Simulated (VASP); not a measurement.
Cd, 1 atom in the cell. It takes space group Fm-3m (No. 225, cubic). The conventional cell has a = 3.396 Å, b = 3.396 Å, c = 3.396 Å, α = 90.00°, β = 90.00°, γ = 90.00°. Within 3.2 Å of Cd (site symmetry m-3m) lie 12 Cd at 2.40 Å.  This cell differs from its parent crystal: volume scaled by 0.43.

```yaml
Program: VASP 6.6.1
Task: density of states
Functional: PBE
Potentials_or_basis: VASP PAW PBE potentials, release 64 (Cd)
Cutoff: 520 eV
k_mesh: 14 × 14 × 14
Occupations: fermi-dirac, width 0.08 eV
Spin: no spin polarisation
Dipole_correction: no
k_mesh_for_the_DOS: 21 × 21 × 21
Occupations_for_the_DOS: tetrahedron
Further_INCAR_settings: ALGO = Normal; EDIFF = 1e-06
```

Potentials or basis: VASP PAW PBE potentials, release 64 (Cd).

The run is started by

```console
$ cat potpaw_PBE.64/Cd/POTCAR > POTCAR
$ cp INCAR.step1 INCAR
$ cp KPOINTS.step1 KPOINTS
$ mpirun -np 1 vasp_std > vasp.out
$ cp INCAR.step2 INCAR
$ cp KPOINTS.step2 KPOINTS
$ mpirun -np 1 vasp_std > vasp.out
```

Hardware: 1 thread of Intel(R) Xeon(R) Platinum 8375C CPU @ 2.90GHz (Ice Lake), on a shared host.

Task: How long does it take, and how much memory?

Result: Run time: 15 s on 1 thread of Intel(R) Xeon(R) Platinum 8375C CPU @ 2.90GHz (Ice Lake), with other jobs on the host, peak memory 0.14 GiB. Counts: k points 286.
